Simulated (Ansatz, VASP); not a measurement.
# Two plane-wave programs on NaF

```
CELL_PARAMETERS angstrom
0.00000 2.32330 2.31168
2.32330 0.00000 2.31168
2.32330 2.32330 0.00000
ATOMIC_POSITIONS crystal
Na 0.00000 0.00000 0.00000
F 0.50000 0.50000 0.50000
```

Change from the starting cell: strain -0.0050 x Voigt [0, 0, 1, 0, 0, 0], atoms carried along.

Alike in both runs: task single point; functional PBE; k mesh 8 × 8 × 8; occupations gaussian, width 0.05 eV; no spin polarisation.

|  | VASP | Ansatz |
| --- | --- | --- |
| version | VASP 6.6.1 | Ansatz 0.2.0 |
| potentials or method | VASP PAW PBE potentials, release 64 (Na_pv, F), cutoff 520 eV | scalar-relativistic, plane waves, PAW |
| valence electrons in the cell | 14 | 16 |

```csv
,VASP,Ansatz,Ansatz less VASP
gap on the k mesh at the Fermi level (eV),6.28,6.30,+0.017
least direct gap on the mesh (eV),6.28,6.30,+0.017
pressure (GPa),1.8,2.0,+0.13
"traceless stress, the component that is largest in VASP (GPa)",0.30,0.29,-0.010
```

The functional is the same, so the differences come from potentials, cutoffs and numerics. VASP's potentials hold 14 valence electrons a cell and Ansatz's 16, so a difference there can come from the potentials and not from the codes.
